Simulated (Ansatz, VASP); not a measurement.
# HfO2: VASP beside Ansatz

The input INCAR:

```
SYSTEM = HfO2
PREC     = Accurate       ! precision mode
ENCUT    = 600            ! plane-wave cutoff, eV
EDIFF    = 1E-7           ! SCF threshold, eV
ISMEAR   = 0              ! smearing method
SIGMA    = 0.02           ! smearing width, eV
LREAL    = .FALSE.        ! projectors in reciprocal space
LASPH    = .TRUE.         ! aspherical terms in the spheres
NELM     = 120            ! most SCF steps
ALGO     = Normal         ! electronic algorithm
ISIF     = 3              ! what is computed and relaxed
LWAVE    = .FALSE.        ! write WAVECAR
LCHARG   = .FALSE.        ! write CHGCAR
GGA      = PS             ! functional
IBRION   = 2              ! ionic algorithm
NSW      = 100            ! ionic steps
EDIFFG   = -0.005         ! ionic threshold
GGA_COMPAT= .FALSE.      
NELMIN   = 4
```

KPOINTS

```
Automatic mesh
0
G
  8 8 8
  0 0 0
```

Contents of POSCAR:

```
HfO2
1.0
    0.0000000000      2.5235197305      2.5235197305
    2.5235197305      0.0000000000      2.5235197305
    2.5235197305      2.5235197305      0.0000000000
Hf O
1 2
Direct
    0.0000000000      0.0000000000      0.0000000000
    0.2500000000      0.2500000000      0.2500000000
    0.7500000000      0.7500000000      0.7500000000
```

Input for Ansatz:

```yaml
crystal:
  lattice:
    - [0.0, 2.5235197305, 2.5235197305]
    - [2.5235197305, 0.0, 2.5235197305]
    - [2.5235197305, 2.5235197305, 0.0]
  atoms:
    - { symbol: Hf, position: [0.0, 0.0, 0.0] }
    - { symbol: O, position: [0.25, 0.25, 0.25] }
    - { symbol: O, position: [0.75, 0.75, 0.75] }
basis:
  ecutwfc: 420
kpoints:
  mp_grid: { grid: [8, 8, 8] }
hamiltonian:
  xc: pbesol
  pseudopotentials: { kind: paw, azcp: { folder: soft_1 } }
scf:
  occupations: { method: gaussian, width: 0.02 }
output:
  forces: true
  stress: true
  eigenvalues: true
relax:
  adjacent_minimum: "off"
  f_tol: 0.005
  max_steps: 80
  cell: { stress_tol: 0.05 }
```

Alike in both runs: task relaxation of cell and atoms; functional PBEsol; k mesh 8 × 8 × 8; occupations gaussian, width 0.02 eV; no spin polarisation.

|  | VASP | Ansatz |
| --- | --- | --- |
| version | VASP 6.6.1 | Ansatz 0.2.0 |
| potentials or method | VASP PAW PBE potentials, release 64 (Hf_pv, O), cutoff 600 eV | scalar-relativistic, plane waves, PAW |
| valence electrons in the cell | 22 | 38 |

VASP gave:

* gap on the k mesh at the Fermi level, each at its own relaxed structure (eV): 3.75
* relaxed volume (Å³/atom): 10.54
* relaxed cell length with the largest relative difference (Å): 3.549

Question: Which values does Ansatz return?

Answer: gap on the k mesh at the Fermi level, each at its own relaxed structure (eV): 3.69; relaxed volume (Å³/atom): 10.70; relaxed cell length with the largest relative difference (Å): 3.567.

VASP's potentials were made for PBE, not for PBEsol, and Ansatz warns of the same on its side. VASP's potentials hold 22 valence electrons a cell and Ansatz's 38, so a difference there can come from the potentials and not from the codes.

Spin-orbit coupling is off throughout.
